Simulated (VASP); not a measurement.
# CdF2 (Fm-3m) in VASP: further runs, part 2 of 2

VASP 6.6.1.

### 3 Phonons, r2SCAN

File INCAR:

```
ALGO = Normal
EDIFF = 1E-8
ENCUT = 520
IBRION = 6
ISIF = 2
ISMEAR = 0
LASPH = T
LCHARG = F
LMIXTAU = T
LREAL = F
LWAVE = F
METAGGA = R2SCAN
NBANDS = 20
NELM = 60
NFREE = 2
NSW = 1
POTIM = 0.015
PREC = Accurate
SIGMA = 0.01
```

File KPOINTS:

```
k-points
0
Gamma
  8 8 8
```

File POSCAR:

```
CdF2
1.0
    0.0000000000      2.6940982790      2.6940982790
    2.6940982790      0.0000000000      2.6940982790
    2.6940982790      2.6940982790      0.0000000000
Cd F
1 2
Direct
    0.0000000000      0.0000000000      0.0000000000
    0.2500000000      0.2500000000      0.2500000000
    0.7500000000      0.7500000000      0.7500000000
```

Potentials or basis: VASP PAW PBE potentials, release 64 (Cd, F).

Command:

```
cat potpaw_PBE.64/Cd/POTCAR potpaw_PBE.64/F/POTCAR > POTCAR
mpirun -np 1 vasp_std > vasp.out
```

OUTCAR:

```text
EDIFF = 1E-8
   ENCUT = 520
   IBRION = 6
   ISIF = 2
   ISMEAR = 0
   LASPH = T
   LREAL = F
   METAGGA = R2SCAN
   NELM = 60
   NFREE = 2
   NSW = 1
   POTIM = 0.015
   PREC = Accurate

 ion  position               nearest neighbor table
   1  0.000  0.000  0.000-   3 2.33   3 2.33   3 2.33   2 2.33   2 2.33   2 2.33   3 2.33   2 2.33

   2  0.250  0.250  0.250-   1 2.33   1 2.33   1 2.33   1 2.33
   3  0.750  0.750  0.750-   1 2.33   1 2.33   1 2.33   1 2.33

  LATTYP: Found a face centered cubic cell.
 ALAT       =     5.3881965580

  Lattice vectors:

 A1 = (   0.0000000000,   2.6940982790,   2.6940982790)
 A2 = (   2.6940982790,   0.0000000000,   2.6940982790)
 A3 = (   2.6940982790,   2.6940982790,   0.0000000000)

Analysis of symmetry for initial positions (statically):
=====================================================================
 Subroutine PRICEL returns:
 Original cell was already a primitive cell.

 Routine SETGRP: Setting up the symmetry group for a
 face centered cubic supercell.

 Subroutine GETGRP returns: Found 48 space group operations
 (whereof 48 operations were pure point group operations)
 out of a pool of 48 trial point group operations.

The static configuration has the point symmetry O_h .

Analysis of symmetry for dynamics (positions and initial velocities):
=====================================================================
 Subroutine PRICEL returns:
 Original cell was already a primitive cell.

 Routine SETGRP: Setting up the symmetry group for a
 face centered cubic supercell.

 Subroutine GETGRP returns: Found 48 space group operations
 (whereof 48 operations were pure point group operations)
 out of a pool of 48 trial point group operations.

The dynamic configuration has the point symmetry O_h .

 Subroutine INISYM returns: Found 48 space group operations
 (whereof 48 operations are pure point group operations),
 and found     1 'primitive' translations

----------------------------------------------------------------------------------------

                                     Primitive cell

  volume of cell :      39.1084

  direct lattice vectors                    reciprocal lattice vectors
     0.000000000  2.694098279  2.694098279    -0.185590854  0.185590854  0.185590854
     2.694098279  0.000000000  2.694098279     0.185590854 -0.185590854  0.185590854
     2.694098279  2.694098279  0.000000000     0.185590854  0.185590854 -0.185590854

  length of vectors
     3.810030325  3.810030325  3.810030325     0.321452788  0.321452788  0.321452788

  position of ions in fractional coordinates (direct lattice)
     0.000000000  0.000000000  0.000000000
     0.250000000  0.250000000  0.250000000
     0.750000000  0.750000000  0.750000000

  ion indices of the primitive-cell ions
[... 99 lines left out ...]
  Thomas-Fermi vector in A             =   2.548836
   LORBIT       =      0    0 simple, 1 ext, 2 COOP (PROOUT), +10 PAW based schemes
   METAGGA = R2SCAN    functional components
   LHFCALC =     F    Hartree Fock is set to
   AEXX    =    0.0000 exact exchange contribution
   IVDW    =     0    specifies the selected vdW correction
   LEPSILON=     F    determine dielectric tensor
   LRPA    =     F    only Hartree local field effects (RPA)
 finite differences with symmetry
 non-spin polarized calculation
 Gauss-broadening in eV      SIGMA  =   0.01
  energy-cutoff  :      520.00
  volume of cell :       39.11
 maximum number of plane-waves:      1067
   NGX = 15   NGY = 15   NGZ = 15

--------------------------------------- Ionic step        1  -------------------------------------------

 number of electron      25.9999990 magnetization

 Free energy of the ion-electron system (eV)
  ---------------------------------------------------
  ext. energy  EPLUGINS =         0.00000000
  ---------------------------------------------------
  free energy    TOTEN  =       -33.71932092 eV

  energy without entropy =      -33.71932092  energy(sigma->0) =      -33.71932092

------------------------ aborting loop because EDIFF is reached ----------------------------------------

  FORCE on cell =-STRESS in cart. coord.  units (eV):
  Direction    XX          YY          ZZ          XY          YZ          ZX
  --------------------------------------------------------------------------------------
  -------------------------------------------------------------------------------------
  Total        0.2445222      0.2445222      0.2445222     -0.0000000      0.0000000     -0.0000000
  in kB       10.0174828     10.0174828     10.0174828     -0.0000000      0.0000000     -0.0000000
  external PRESSURE =      10.0174828 kB  Pullay stress =       0.0000000 kB
[... 135 lines left out ...]
--------------------------------------- Ionic step        5  -------------------------------------------

 number of electron      25.9999995 magnetization

 Free energy of the ion-electron system (eV)
  ---------------------------------------------------
  ext. energy  EPLUGINS =         0.00000000
  ---------------------------------------------------
  free energy    TOTEN  =       -33.71875615 eV

  energy without entropy =      -33.71875615  energy(sigma->0) =      -33.71875615

 E-fermi :  -1.7512     XC(G=0): -11.0475

 val. band max:       -1.8686573615   @ k =  -0.2500   0.5000   0.2500
 cond. band min:       1.8811824766   @ k =   0.0000   0.0000   0.0000
 fundamental gap:      3.7498398381
 Fermi energy:        -1.7511894519

 k-point     1 :       0.0000    0.0000    0.0000
  band No.  band energies     occupation
      1     -23.8077      2.00000
      2     -22.7415      2.00000
      3      -7.5083      2.00000
      4      -7.4977      2.00000
      5      -7.4872      2.00000
      6      -6.2600      2.00000
[... 541 lines left out ...]
     19      17.6427      0.00000
     20      21.5267      0.00000

 [... further k-points ...]
[... 5 lines left out ...]
  --------------------------------------------------------------------------------------
  -------------------------------------------------------------------------------------
  Total        0.2477429      0.2460944      0.2460944      0.0000000      0.0382292      0.0000000
  in kB       10.1494256     10.0818913     10.0818913      0.0000000      1.5661594      0.0000000
  external PRESSURE =      10.1044027 kB  Pullay stress =       0.0000000 kB
[... 18 lines left out ...]
  FREE ENERGIE OF THE ION-ELECTRON SYSTEM (eV)
  ---------------------------------------------------
  free  energy   TOTEN  =       -33.7187561531 eV

  energy  without entropy=      -33.7187561531  energy(sigma->0) =      -33.71875615

 INTERNAL STRAIN TENSORS FROM DISPLACED ATOMS
 ============================================

 INTERNAL STRAIN TENSOR FOR ION    1 for displacements in x,y,z  (eV/Angst):
          X           Y           Z          XY          YZ          ZX
  --------------------------------------------------------------------------------
  x     0.00000     0.00000     0.00000     0.00000     0.00000     0.00000
  y     0.00000     0.00000     0.00000     0.00000     0.00000     0.00000
  z     0.00000     0.00000     0.00000     0.00000     0.00000     0.00000

 INTERNAL STRAIN TENSOR FOR ION    3 for displacements in x,y,z  (eV/Angst):
          X           Y           Z          XY          YZ          ZX
  --------------------------------------------------------------------------------
  x    -0.00000     0.00000     0.00000     0.00000     2.55921     0.00000
  y     0.00000    -0.00000     0.00000     0.00000     0.00000     2.55921
  z     0.00000     0.00000    -0.00000     2.55921     0.00000     0.00000

 Eigenvectors and eigenvalues of the dynamical matrix
 ----------------------------------------------------

   1 f  =    9.591307 THz    60.263961 2PiTHz  319.931575 cm-1    39.666442 meV
             X         Y         Z           dx          dy          dz
      0.000000  0.000000  0.000000    -0.000000    0.000000    0.000000
      1.347049  1.347049  1.347049    -0.136881   -0.693730   -0.001468
      4.041147  4.041147  4.041147     0.136881    0.693730    0.001468
[... 43 lines left out ...]
   9 f/i=    0.056388 THz     0.354297 2PiTHz    1.880905 cm-1     0.233202 meV
             X         Y         Z           dx          dy          dz
      0.000000  0.000000  0.000000    -0.821274    0.206679    0.152403
      1.347049  1.347049  1.347049    -0.343838    0.086529    0.063805
      4.041147  4.041147  4.041147    -0.343838    0.086529    0.063805

 ELASTIC MODULI CONTR FROM IONIC RELAXATION (kBar)
 Direction    XX          YY          ZZ          XY          YZ          ZX
 --------------------------------------------------------------------------------
 XX          -0.0000     -0.0000      0.0000     -0.0000      0.0000      0.0000
 YY          -0.0000     -0.0000      0.0000     -0.0000      0.0000      0.0000
 ZZ           0.0000      0.0000     -0.0000      0.0000     -0.0000     -0.0000
 XY          -0.0000     -0.0000      0.0000    -75.0450      0.0000      0.0000
 YZ           0.0000      0.0000     -0.0000      0.0000    -75.0450     -0.0000
 ZX           0.0000      0.0000     -0.0000      0.0000     -0.0000    -75.0450
 --------------------------------------------------------------------------------
```

OSZICAR:

```text
N       E                     dE             d eps       ncg     rms          rms(c)
DAV:   1     0.173947696893E+03    0.17395E+03   -0.15687E+04  1192   0.134E+03
DAV:   2    -0.346181427361E+02   -0.20857E+03   -0.19946E+03  1260   0.353E+02
DAV:   3    -0.431069344175E+02   -0.84888E+01   -0.84671E+01  1332   0.789E+01
[... 71 lines left out ...]
DAV:   8    -0.337187467137E+02   -0.59143E-05   -0.25280E-06  4008   0.158E-02    0.296E-03
DAV:   9    -0.337187555731E+02   -0.88594E-05   -0.31871E-06  3896   0.188E-02    0.842E-04
DAV:  10    -0.337187560972E+02   -0.52404E-06   -0.36748E-07  4036   0.625E-03    0.539E-04
DAV:  11    -0.337187561216E+02   -0.24376E-07   -0.42862E-08  4040   0.224E-03    0.319E-04
DAV:  12    -0.337187561604E+02   -0.38858E-07   -0.14981E-08  3348   0.137E-03    0.967E-05
DAV:  13    -0.337187561531E+02    0.72941E-08   -0.59035E-09  3212   0.866E-04
   5 F= -.33718756E+02 E0= -.33718756E+02  d E =-.745747E-64
```

Wall time 26 min (1 thread of Oxide Virtual Turin-like, shared host); peak memory 0.22 GiB.

What came out:

| Item | Value |
| --- | --- |
| Highest phonon frequency at Γ, LO-TO splitting left out | 320 cm⁻¹ |

Phonon frequencies in cm⁻¹ (negative: imaginary):
| q point | frequencies |
| --- | --- |
| (0.000, 0.000, 0.000) | -2 -2 -2 236 236 236 320 320 320 |

Caveat: the cell stands under pressure or tension, which shifts response properties; the PAW data sets were made with another functional, which shifts forces and pressure a little.

### 4 Phonons, r2SCAN

File INCAR:

```
SYSTEM = CdF2
ALGO     = Normal         ! electronic algorithm
EDIFF    = 1E-8           ! SCF threshold, eV
ENCUT    = 520            ! plane-wave cutoff, eV
IBRION   = 6              ! ionic algorithm
ISIF     = 2              ! what is computed and relaxed
ISMEAR   = 0              ! smearing method
LASPH    = .True.         ! aspherical terms in the spheres
LCHARG   = .True.         ! write CHGCAR
LMIXTAU  = .True.       
LREAL    = .False.        ! projectors in reciprocal space
LWAVE    = .False.        ! write WAVECAR
METAGGA  = R2SCAN         ! meta-GGA
NELM     = 60             ! most SCF steps
NFREE    = 2            
NSW      = 1              ! ionic steps
POTIM    = 0.015          ! step
PREC     = Accurate       ! precision mode
SIGMA    = 0.05           ! smearing width, eV
```

File KPOINTS:

```
k-points
0
Gamma
  8 8 8
  0 0 0
```

POSCAR is that of step 3.

Potentials or basis: VASP PAW PBE potentials, release 64 (Cd, F).

Command:

```
cat potpaw_PBE.64/Cd/POTCAR potpaw_PBE.64/F/POTCAR > POTCAR
mpirun -np 1 vasp_std > vasp.out
```

OUTCAR:

```text
SYSTEM = CdF2
   EDIFF = 1E-8
   ENCUT = 520
   IBRION = 6
   ISIF = 2
   ISMEAR = 0
   LASPH = .True.
   LREAL = .False.
   METAGGA = R2SCAN
   NELM = 60
   NFREE = 2
   NSW = 1
   POTIM = 0.015
   PREC = Accurate

 ion  position               nearest neighbor table
   1  0.000  0.000  0.000-   3 2.33   3 2.33   3 2.33   2 2.33   2 2.33   2 2.33   3 2.33   2 2.33

   2  0.250  0.250  0.250-   1 2.33   1 2.33   1 2.33   1 2.33
   3  0.750  0.750  0.750-   1 2.33   1 2.33   1 2.33   1 2.33

  LATTYP: Found a face centered cubic cell.
 ALAT       =     5.3881965580

  Lattice vectors:

 A1 = (   0.0000000000,   2.6940982790,   2.6940982790)
 A2 = (   2.6940982790,   0.0000000000,   2.6940982790)
 A3 = (   2.6940982790,   2.6940982790,   0.0000000000)

Analysis of symmetry for initial positions (statically):
=====================================================================
 Subroutine PRICEL returns:
 Original cell was already a primitive cell.

 Routine SETGRP: Setting up the symmetry group for a
 face centered cubic supercell.

 Subroutine GETGRP returns: Found 48 space group operations
 (whereof 48 operations were pure point group operations)
 out of a pool of 48 trial point group operations.

The static configuration has the point symmetry O_h .

Analysis of symmetry for dynamics (positions and initial velocities):
=====================================================================
[... 308 lines left out ...]

 number of electron      25.9999995 magnetization

 Free energy of the ion-electron system (eV)
  ---------------------------------------------------
  ext. energy  EPLUGINS =         0.00000000
  ---------------------------------------------------
  free energy    TOTEN  =       -33.71875615 eV

  energy without entropy =      -33.71875615  energy(sigma->0) =      -33.71875615

 E-fermi :  -1.6579     XC(G=0): -11.0475

 val. band max:       -1.8686588284   @ k =  -0.2500   0.5000   0.2500
 cond. band min:       1.8811862300   @ k =   0.0000   0.0000   0.0000
 fundamental gap:      3.7498450585
 Fermi energy:        -1.6578984920

 k-point     1 :       0.0000    0.0000    0.0000
  band No.  band energies     occupation
      1     -23.8077      2.00000
      2     -22.7415      2.00000
      3      -7.5083      2.00000
      4      -7.4977      2.00000
      5      -7.4872      2.00000
      6      -6.2600      2.00000
[... 457 lines left out ...]
      4      -6.9146      2.00000
      5      -6.3218      2.00000
      6      -6.2966      2.00000
[... 9 lines left out ...]
     16      12.0866      0.00000
     17      12.9321      0.00000

 [... further k-points ...]
[... 5 lines left out ...]
  --------------------------------------------------------------------------------------
  -------------------------------------------------------------------------------------
  Total        0.2476865      0.2460547      0.2460547      0.0000000      0.0381830      0.0000000
  in kB       10.1471139     10.0802665     10.0802665      0.0000000      1.5642635      0.0000000
  external PRESSURE =      10.1025490 kB  Pullay stress =       0.0000000 kB
[... 18 lines left out ...]
  FREE ENERGIE OF THE ION-ELECTRON SYSTEM (eV)
  ---------------------------------------------------
  free  energy   TOTEN  =       -33.7187561489 eV

  energy  without entropy=      -33.7187561489  energy(sigma->0) =      -33.71875615

 INTERNAL STRAIN TENSORS FROM DISPLACED ATOMS
 ============================================

 INTERNAL STRAIN TENSOR FOR ION    1 for displacements in x,y,z  (eV/Angst):
          X           Y           Z          XY          YZ          ZX
  --------------------------------------------------------------------------------
  x     0.00000     0.00000     0.00000     0.00000     0.00000     0.00000
  y     0.00000     0.00000     0.00000     0.00000     0.00000     0.00000
  z     0.00000     0.00000     0.00000     0.00000     0.00000     0.00000

 INTERNAL STRAIN TENSOR FOR ION    3 for displacements in x,y,z  (eV/Angst):
          X           Y           Z          XY          YZ          ZX
  --------------------------------------------------------------------------------
  x     0.00000     0.00000     0.00000     0.00000     2.55770     0.00000
  y     0.00000     0.00000     0.00000     0.00000     0.00000     2.55770
  z     0.00000     0.00000     0.00000     2.55770     0.00000     0.00000

 Eigenvectors and eigenvalues of the dynamical matrix
 ----------------------------------------------------

   1 f  =    9.604905 THz    60.349397 2PiTHz  320.385138 cm-1    39.722677 meV
             X         Y         Z           dx          dy          dz
      0.000000  0.000000  0.000000     0.000000   -0.000000    0.000000
      1.347049  1.347049  1.347049    -0.604493    0.366863   -0.000000
      4.041147  4.041147  4.041147     0.604493   -0.366863    0.000000
[... 43 lines left out ...]
   9 f/i=    0.052946 THz     0.332670 2PiTHz    1.766088 cm-1     0.218967 meV
             X         Y         Z           dx          dy          dz
      0.000000  0.000000  0.000000     0.249657   -0.823733    0.000000
      1.347049  1.347049  1.347049     0.104405   -0.344481    0.000000
      4.041147  4.041147  4.041147     0.104405   -0.344481    0.000000

 ELASTIC MODULI CONTR FROM IONIC RELAXATION (kBar)
 Direction    XX          YY          ZZ          XY          YZ          ZX
 --------------------------------------------------------------------------------
 XX          -0.0000     -0.0000     -0.0000     -0.0000     -0.0000     -0.0000
 YY          -0.0000     -0.0000     -0.0000     -0.0000     -0.0000     -0.0000
 ZZ          -0.0000     -0.0000     -0.0000     -0.0000     -0.0000     -0.0000
 XY          -0.0000     -0.0000     -0.0000    -74.7441      0.0000      0.0000
 YZ          -0.0000     -0.0000     -0.0000      0.0000    -74.7441      0.0000
 ZX          -0.0000     -0.0000     -0.0000      0.0000      0.0000    -74.7441
 --------------------------------------------------------------------------------
```

Run time: 19 min. Hardware: 1 thread of Oxide Virtual Turin-like, shared host; peak memory 0.21 GiB.

Results:

```
Highest phonon frequency at Γ, LO-TO splitting left out : 320 cm⁻¹
```

Phonon frequencies in cm⁻¹ (negative: imaginary):
```
              q point                       frequencies
(0.000, 0.000, 0.000)  -2 -2 -2 237 237 237 320 320 320
```

Caveat: the cell stands under pressure or tension, which shifts response properties; the PAW data sets were made with another functional, which shifts forces and pressure a little.
